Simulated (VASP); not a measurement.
A run of VASP 6.6.1 is set up as follows.

The input POSCAR:

```
C
1.0
    2.4558907252      0.0000000000      0.0000000000
   -1.2279453626      2.1268637570      0.0000000000
    0.0000000000      0.0000000000      7.1202834392
C
4
Direct
    0.0000000000      0.0000000000      0.0025000000
    0.0000000000      0.0000000000      0.5025000000
    0.3333333333      0.6666666667      0.0025000000
    0.6666666667      0.3333333333      0.5025000000
```

File INCAR.step1:

```
PREC = Accurate
ENCUT = 520
ISMEAR = 0
SIGMA = 0.15
LREAL = False
LASPH = True
NELM = 60
NBANDS = 16
GGA = PE
ALGO = Normal
EDIFF = 1E-4
LWAVE = True
LCHARG = False
```

INCAR.step2

```
PREC = Accurate
ENCUT = 520
EDIFF = 1E-6
ISMEAR = 0
SIGMA = 0.15
LREAL = False
LASPH = True
NELM = 60
ALGO = Normal
ISIF = 2
LWAVE = False
LCHARG = True
METAGGA = R2SCAN
LMIXTAU = True
LELF = True
LVHAR = True
NBANDS = 16
ISTART = 1
```

The input KPOINTS:

```
Automatic mesh
0
Gamma
  24 24 8
```

Potentials or basis: VASP PAW PBE potentials, release 64 (C).

Command:

```sh
$ cat potpaw_PBE.64/C/POTCAR > POTCAR
$ cp INCAR.step1 INCAR
$ mpirun -np 1 vasp_std > vasp.out
$ cp INCAR.step2 INCAR
$ mpirun -np 1 vasp_std > vasp.out
```

Problem. Estimate the band gap on the k mesh.

Solution. Zero (bands 8 and 9 overlap by 0.01 eV).

Problem. What does it give for the pressure?

Solution. 0.6 GPa.

Stress tensor (GPa, compression positive):
```
 1.02  0.00  0.00
 0.00  1.02  0.00
 0.00  0.00 -0.29
```

Caveat: the cell differs from its parent crystal (strain +0.0100 x Voigt [0, 0, 1, 0, 0, 0]); the PAW data sets were made with another functional, which shifts forces and pressure a little.
